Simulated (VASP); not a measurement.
A run of VASP 6.6.1:

Contents of INCAR:

```
SYSTEM = Rh
ALGO = Normal
EDIFF = 1E-7
ENCUT = 520
GGA = PS
ISIF = 2
ISMEAR = 0
LASPH = .TRUE.
LCHARG = .FALSE.
LREAL = .FALSE.
LWAVE = .FALSE.
NBANDS = 22
NELM = 60
PREC = Accurate
SIGMA = 0.1
```

The input KPOINTS:

```
k-points
0
G
  18 18 10
  0 0 0
```

POSCAR

```
Rh
1.0
    2.5198691550      0.0000000000      0.0000000000
   -1.2599345775      2.1822707024      0.0000000000
    0.0000000000      0.0000000000      4.0741902157
Rh
2
Direct
    0.6666666667      0.3333333333      0.7500000000
    0.3333333333      0.6666666667      0.2500000000
```

Potentials or basis: VASP PAW PBE potentials, release 64 (Rh_pv).

The run is started by

```console
$ cat potpaw_PBE.64/Rh_pv/POTCAR > POTCAR
$ mpirun -np 1 vasp_std > vasp.out
```

Hardware: 1 thread of Intel(R) Xeon(R) 6975P-C (Granite Rapids), on a shared host.

Estimate the wall time of this run.

It took 48 s on 1 thread of Intel(R) Xeon(R) 6975P-C (Granite Rapids), on a shared host, peak memory 0.2 GiB. Counts: scf iterations 13, k points 222.
